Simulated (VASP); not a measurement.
# TiC (Fm-3m) in VASP: notebook, part 2 of 2

VASP 6.6.1. The steps go on from the part before.

## (3) Relaxation of cell and atoms, PBE

INCAR reads:

```
PREC = Accurate
ENCUT = 600
EDIFF = 1E-6
ISMEAR = 0
SIGMA = 0.1
LREAL = F
LASPH = T
NELM = 100
ALGO = Normal
ISIF = 3
LWAVE = F
LCHARG = F
GGA = PE
IBRION = 2
NSW = 100
EDIFFG = -0.005
```

KPOINTS reads:

```
Automatic mesh
0
Gamma
  16 16 16
```

POSCAR reads:

```
TiC
1.0
    0.0000000000      2.1657188437      2.1657188437
    2.1657188437      0.0000000000      2.1657188437
    2.1657188437      2.1657188437      0.0000000000
Ti C
1 1
Direct
    0.0000000000      0.0000000000      0.0000000000
    0.5000000000      0.5000000000      0.5000000000
```

Potentials or basis: VASP PAW PBE potentials, release 64 (Ti_sv, C).

On the command line:

```bash
$ cat potpaw_PBE.64/Ti_sv/POTCAR potpaw_PBE.64/C/POTCAR > POTCAR
$ mpirun -np 1 vasp_std > vasp.out
```

OUTCAR:

```text
PREC = Accurate
   ENCUT = 600
   EDIFF = 1E-6
   ISMEAR = 0
   LREAL = F
   LASPH = T
   NELM = 100
   ISIF = 3
   GGA = PE
   IBRION = 2
   NSW = 100
   EDIFFG = -0.005

 ion  position               nearest neighbor table
   1  0.000  0.000  0.000-   2 2.17   2 2.17   2 2.17   2 2.17   2 2.17   2 2.17
   2  0.500  0.500  0.500-   1 2.17   1 2.17   1 2.17   1 2.17   1 2.17   1 2.17

  LATTYP: Found a face centered cubic cell.
 ALAT       =     4.3314376874

  Lattice vectors:

 A1 = (   0.0000000000,   2.1657188437,   2.1657188437)
 A2 = (   2.1657188437,   0.0000000000,   2.1657188437)
 A3 = (   2.1657188437,   2.1657188437,   0.0000000000)

Analysis of symmetry for initial positions (statically):
=====================================================================
 Subroutine PRICEL returns:
 Original cell was already a primitive cell.

 Routine SETGRP: Setting up the symmetry group for a
 face centered cubic supercell.

 Subroutine GETGRP returns: Found 48 space group operations
 (whereof 48 operations were pure point group operations)
 out of a pool of 48 trial point group operations.

The static configuration has the point symmetry O_h .

Analysis of symmetry for dynamics (positions and initial velocities):
=====================================================================
 Subroutine PRICEL returns:
 Original cell was already a primitive cell.

 Routine SETGRP: Setting up the symmetry group for a
 face centered cubic supercell.

 Subroutine GETGRP returns: Found 48 space group operations
 (whereof 48 operations were pure point group operations)
 out of a pool of 48 trial point group operations.

The dynamic configuration has the point symmetry O_h .

 Subroutine INISYM returns: Found 48 space group operations
 (whereof 48 operations are pure point group operations),
 and found     1 'primitive' translations

----------------------------------------------------------------------------------------

[... 134 lines left out ...]

 Free energy of the ion-electron system (eV)
  ---------------------------------------------------
  ext. energy  EPLUGINS =         0.00000000
  ---------------------------------------------------
  free energy    TOTEN  =       -18.71004822 eV

  energy without entropy =      -18.70801401  energy(sigma->0) =      -18.70903112

------------------------ aborting loop because EDIFF is reached ----------------------------------------

  FORCE on cell =-STRESS in cart. coord.  units (eV):
  Direction    XX          YY          ZZ          XY          YZ          ZX
  --------------------------------------------------------------------------------------
  -------------------------------------------------------------------------------------
  Total        0.0455809      0.0455809      0.0455809      0.0000000      0.0000000      0.0000000
  in kB        3.5946555      3.5946555      3.5946555      0.0000000      0.0000000      0.0000000
  external PRESSURE =       3.5946555 kB  Pullay stress =       0.0000000 kB
[... 59 lines left out ...]
--------------------------------------- Ionic step        3  -------------------------------------------

 number of electron      16.0000000 magnetization

 Free energy of the ion-electron system (eV)
  ---------------------------------------------------
  ext. energy  EPLUGINS =         0.00000000
  ---------------------------------------------------
  free energy    TOTEN  =       -18.71008349 eV

  energy without entropy =      -18.70804644  energy(sigma->0) =      -18.70906496

 E-fermi :   9.3889     XC(G=0): -12.6900

 val. band max:        9.3702627098   @ k =  -0.0625   0.0625   0.0000
 cond. band min:       9.3913850607   @ k =   0.1250   0.1250   0.0000
 fundamental gap:      0.0211223510
 Fermi energy:         9.3888606685

 k-point     1 :       0.0000    0.0000    0.0000
  band No.  band energies     occupation
      1     -47.1986      2.00000
      2     -23.2241      2.00000
      3     -23.2241      2.00000
      4     -23.2241      2.00000
      5      -2.9945      2.00000
      6      10.0876      0.00000
      7      10.0876      0.00000
      8      10.0876      0.00000
      9      11.0698      0.00000
     10      11.0698      0.00000
     11      11.0698      0.00000
     12      11.1041      0.00000
[... 331 lines left out ...]
 k-point    24 :      -0.0625    0.0625    0.0000
  band No.  band energies     occupation
      1     -47.1915      2.00000
      2     -23.2705      2.00000
      3     -23.2370      2.00000
      4     -23.2253      2.00000
      5      -2.7622      2.00000
      6       9.1773      1.99722
      7       9.3628      1.28751
      8       9.3703      1.20746
      9      10.1979      0.00000
     10      10.7713      0.00000
     11      11.6582      0.00000
     12      12.2131      0.00000

 [... further k-points ...]

------------------------ aborting loop because EDIFF is reached ----------------------------------------

  FORCE on cell =-STRESS in cart. coord.  units (eV):
  Direction    XX          YY          ZZ          XY          YZ          ZX
  --------------------------------------------------------------------------------------
  -------------------------------------------------------------------------------------
  Total       -0.0037853     -0.0037853     -0.0037853      0.0000000      0.0000000     -0.0000000
  in kB       -0.2980731     -0.2980731     -0.2980731      0.0000000      0.0000000     -0.0000000
  external PRESSURE =      -0.2980731 kB  Pullay stress =       0.0000000 kB
[... 17 lines left out ...]
  FREE ENERGIE OF THE ION-ELECTRON SYSTEM (eV)
  ---------------------------------------------------
  free  energy   TOTEN  =       -18.7100834874 eV

  energy  without entropy=      -18.7080464396  energy(sigma->0) =      -18.70906496

 reached required accuracy - stopping structural energy minimisation
```

OSZICAR:

```text
N       E                     dE             d eps       ncg     rms          rms(c)
DAV:   1     0.126289121543E+03    0.12629E+03   -0.92314E+03  3480   0.174E+03
DAV:   2    -0.132976268936E+02   -0.13959E+03   -0.13304E+03  3568   0.404E+02
[... 25 lines left out ...]
DAV:   1    -0.187106536482E+02   -0.62114E-03   -0.12797E-02  3552   0.184E+00    0.235E-01
DAV:   2    -0.187101857366E+02    0.46791E-03   -0.28741E-03  3924   0.835E-01    0.736E-02
DAV:   3    -0.187100687165E+02    0.11702E-03   -0.45752E-04  3996   0.242E-01    0.290E-02
DAV:   4    -0.187100683069E+02    0.40956E-06   -0.14314E-04  3676   0.126E-01    0.152E-02
DAV:   5    -0.187100794336E+02   -0.11127E-04   -0.14314E-05  4192   0.392E-02    0.473E-03
DAV:   6    -0.187100825643E+02   -0.31307E-05   -0.70371E-06  3968   0.143E-02    0.465E-03
DAV:   7    -0.187100834874E+02   -0.92309E-06   -0.79705E-07  2220   0.989E-03
   3 F= -.18710083E+02 E0= -.18709065E+02  d E =-.352654E-04
```

Wall time 40 s (1 thread of Intel Xeon Platinum 8488C (Sapphire Rapids), shared host); peak memory 0.18 GiB.

Results:

```yaml
Free_energy: -18.7101 eV
Relaxed_volume: 10.17 Å³/atom
Relaxed_cell: a = 3.064 Å, b = 3.064 Å, c = 3.064 Å, α = 60.00°, β = 60.00°, γ = 60.00°
Space_group_after_relaxing_to_0.05_Å: Fm-3m (No. 225)
Energy_gained_by_relaxing: 0.0 meV/atom
Ionic_steps: 3
Pressure_after_relaxing: 0.0 GPa
Band_gap_on_the_k_mesh: zero (band 8 reaches 10.09 eV, above the bottom of band 9 at 8.99 eV)
```

Final structure:
```xyz
2
Lattice="0.0000 2.1668 2.1668 2.1668 0.0000 2.1668 2.1668 2.1668 0.0000" Properties=species:S:1:pos:R:3 pbc="T T T"
Ti    0.0000    0.0000    0.0000
C     2.1668    2.1668    2.1668
```

Levels at points of the mesh, in eV from the Fermi level:
```tsv
k point	band 6	band 7	band 8	band 9	band 10	band 11
(0.00, 0.00, 0.00)	0.70	0.70	0.70	1.68	1.68	1.68
(0.50, 0.00, 0.00)	-5.82	-2.88	-2.88	2.91	2.91	4.09
(0.50, 0.50, 0.00)	-3.42	-1.60	-0.03	-0.03	2.71	3.51
```

## (4) Relaxation of cell and atoms, PBE

INCAR is that of step 3.

KPOINTS is that of step 3.

POSCAR is that of step 3.

On the command line:

```bash
$ cat potpaw_PBE.64/Ti_sv/POTCAR potpaw_PBE.64/C/POTCAR > POTCAR
$ mpirun -np 1 vasp_std > vasp.out
```

Run time: 36 s. Hardware: 1 thread of AMD EPYC 9R45 (Zen 5), shared host; peak memory 0.15 GiB.

Results (log left out):

* Free energy: -18.7101 eV
* Relaxed volume: 10.17 Å³/atom
* Relaxed cell: a = 3.064 Å, b = 3.064 Å, c = 3.064 Å, α = 60.00°, β = 60.00°, γ = 60.00°
* Space group after relaxing (to 0.05 Å): Fm-3m (No. 225)
* Energy gained by relaxing: 0.0 meV/atom
* Ionic steps: 3
* Pressure after relaxing: 0.0 GPa
* Band gap on the k mesh: zero (band 8 reaches 10.09 eV, above the bottom of band 9 at 8.99 eV)

Final structure:
```cif
data_structure
_symmetry_space_group_name_H-M 'P 1'
_symmetry_Int_Tables_number 1
_cell_length_a 3.0643
_cell_length_b 3.0643
_cell_length_c 3.0643
_cell_angle_alpha 60.000
_cell_angle_beta 60.000
_cell_angle_gamma 60.000
_cell_volume 20.35
loop_
_atom_site_label
_atom_site_type_symbol
_atom_site_fract_x
_atom_site_fract_y
_atom_site_fract_z
_atom_site_occupancy
Ti1 Ti 0.00000 0.00000 0.00000 1
C1 C 0.50000 0.50000 0.50000 1
```

Levels at points of the mesh, in eV from the Fermi level:
```tsv
k point	band 4	band 5	band 6	band 7	band 8	band 9	band 10	band 11	band 12
(0.00, 0.00, 0.00)	-32.61	-12.38	0.70	0.70	0.70	1.68	1.68	1.68	1.72
(0.50, 0.00, 0.00)	-32.66	-8.91	-5.82	-2.88	-2.88	2.91	2.91	4.09	8.14
(0.50, 0.50, 0.00)	-32.78	-10.10	-3.42	-1.60	-0.03	-0.03	2.71	3.51	3.51
```
